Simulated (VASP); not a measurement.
Set up this calculation in VASP 6.6.1, as the native input.

- Task: single point
- Functional: PBE
- Potentials or basis: VASP PAW PBE potentials, release 64 (Ta_pv, N)
- Cutoff: 520 eV
- k mesh: 24 × 24 × 24
- Occupations: gaussian, width 0.15 eV
- Spin: no spin polarisation
- Dipole correction: no
- Further INCAR settings: ALGO = Normal; EDIFF = 1e-07; NBANDS = 15

The structure of TaN lies in POSCAR:

```
TaN
1.0
    0.0000000000      2.2086347786      2.2086347786
    2.2086347786      0.0000000000      2.2086347786
    2.2086347786      2.2086347786      0.0000000000
Ta N
1 1
Direct
    0.5169788144      0.5169788144      0.4830211856
    0.0000000000      0.0000000000      0.0000000000
```

This cell differs from its parent crystal: all Ta atoms moved +0.075 Å, as atom 1 along Cartesian [0 0 1].

One way to write it, as run:

INCAR

```
ALGO = Normal ; EDIFF = 1E-7
ENCUT = 520 ; GGA = PE
ISIF = 2 ; ISMEAR = 0
LASPH = T ; LCHARG = F
LREAL = F ; LWAVE = F
NBANDS = 15 ; NELM = 60
PREC = Accurate ; SIGMA = 0.15
```

KPOINTS

```
k-points
0
Gamma
  24 24 24
```

Potentials or basis: VASP PAW PBE potentials, release 64 (Ta_pv, N).

The run is started by

```sh
$ cat potpaw_PBE.64/Ta_pv/POTCAR potpaw_PBE.64/N/POTCAR > POTCAR
$ mpirun -np 1 vasp_std > vasp.out
```

It gave:

```
Pressure               : 1.7 GPa
Largest force          : 0.560 eV/Å
Band gap on the k mesh : zero (band 8 reaches 11.23 eV, above the bottom of band 9 at 7.50 eV)
```

Caveat: the cell differs from its parent crystal (all Ta atoms moved +0.075 Å, as atom 1 along Cartesian [0 0 1]); spin-orbit coupling is left out, which moves the levels of the heavy elements.

Run time: 10 min on 1 thread of AMD EPYC 7R13, on a shared host, peak memory 0.41 GiB.
